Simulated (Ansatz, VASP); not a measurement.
## One calculation of CoPd, two programs

```xyz
2
Lattice="1.3459 0.7771 4.2939 -1.3459 0.7771 4.2939 0.0000 -1.5541 4.2939" Properties=species:S:1:pos:R:3 pbc="T T T"
Co    0.0000    0.0000    0.0000
Pd    0.0000    0.0000    6.4409
```

Alike in both runs: task single point; functional LDA; k mesh 12 × 12 × 12; occupations fermi-dirac, width 0.1 eV; collinear spin.

|  | VASP | Ansatz |
| --- | --- | --- |
| version | VASP 6.6.1 | Ansatz 0.2.0 |
| potentials or method | VASP PAW LDA potentials, release 64 (Co, Pd) | PAW with Ansatz's default frozen-core files, scalar-relativistic |
| plane-wave cutoff (eV) | 520 | 420 |
| valence electrons in the cell | 19 | 35 |

|  | VASP | Ansatz | Ansatz less VASP |
| --- | --- | --- | --- |
| pressure (GPa) | -16.0 | -15.9 | +0.09 |
| traceless stress, the component that is largest in VASP (GPa) | 0.37 | 0.43 | +0.061 |
| net moment per atom (μB) | 1.05 | 1.07 | +0.021 |
| size of the moment on the site where the two differ most (μB) | 1.84 | 1.91 | +0.069 |

LDA's correlation is that of Perdew and Zunger in VASP and of Perdew and Wang (1992) in Ansatz. Site moments also hang on the region over which each program counts them. VASP's potentials hold 19 valence electrons a cell and Ansatz's 35, so a difference there can come from the potentials and not from the codes.
